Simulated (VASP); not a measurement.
Input of a VASP 6.6.1 run:

Contents of POSCAR:

```
Si
1.0
    0.0000000000      2.7220959757      2.7220959757
    2.7220959757      0.0000000000      2.7220959757
    2.7220959757      2.7220959757      0.0000000000
Si
2
Direct
    0.7500000000      0.7500000000      0.7500000000
    0.5000000000      0.5000000000      0.5000000000
```

INCAR.step1

```
ALGO     = Normal         # electronic algorithm
EDIFF    = 1E-5           # SCF threshold, eV
ENCUT    = 550            # plane-wave cutoff, eV
GGA      = PE             # functional
GGA_COMPAT= False        
ISMEAR   = 0              # smearing method
LASPH    = True           # aspherical terms in the spheres
LCHARG   = False          # write CHGCAR
LREAL    = False          # projectors in reciprocal space
LWAVE    = True           # write WAVECAR
NBANDS   = 11             # bands
NELM     = 120            # most SCF steps
PREC     = Accurate       # precision mode
SIGMA    = 0.02           # smearing width, eV
```

File INCAR.step2:

```
ALGO     = Normal         # electronic algorithm
EDIFF    = 1E-6           # SCF threshold, eV
ENCUT    = 550            # plane-wave cutoff, eV
GGA_COMPAT= False        
ISIF     = 2              # what is computed and relaxed
ISMEAR   = 0              # smearing method
ISTART   = 1            
LASPH    = True           # aspherical terms in the spheres
LCHARG   = True           # write CHGCAR
LELF     = True           # ELF
LMIXTAU  = True         
LREAL    = False          # projectors in reciprocal space
LVHAR    = True         
LWAVE    = False          # write WAVECAR
METAGGA  = R2SCAN         # meta-GGA
NBANDS   = 11             # bands
NELM     = 120            # most SCF steps
PREC     = Accurate       # precision mode
SIGMA    = 0.02           # smearing width, eV
```

File KPOINTS:

```
k-points
0
Gamma
  8 8 8
```

Potentials or basis: VASP PAW PBE potentials, release 64 (Si).

Run with:

```bash
$ cat potpaw_PBE.64/Si/POTCAR > POTCAR
$ cp INCAR.step1 INCAR
$ mpirun -np 1 vasp_std > vasp.out
$ cp INCAR.step2 INCAR
$ mpirun -np 1 vasp_std > vasp.out
```

Estimate the band gap on the k mesh.

0.83 eV, indirect (least direct gap 2.75 eV).

Predict the pressure.

-0.2 GPa.

Caveat: the PAW data sets were made with another functional, which shifts forces and pressure a little. A k mesh can miss the band edges.
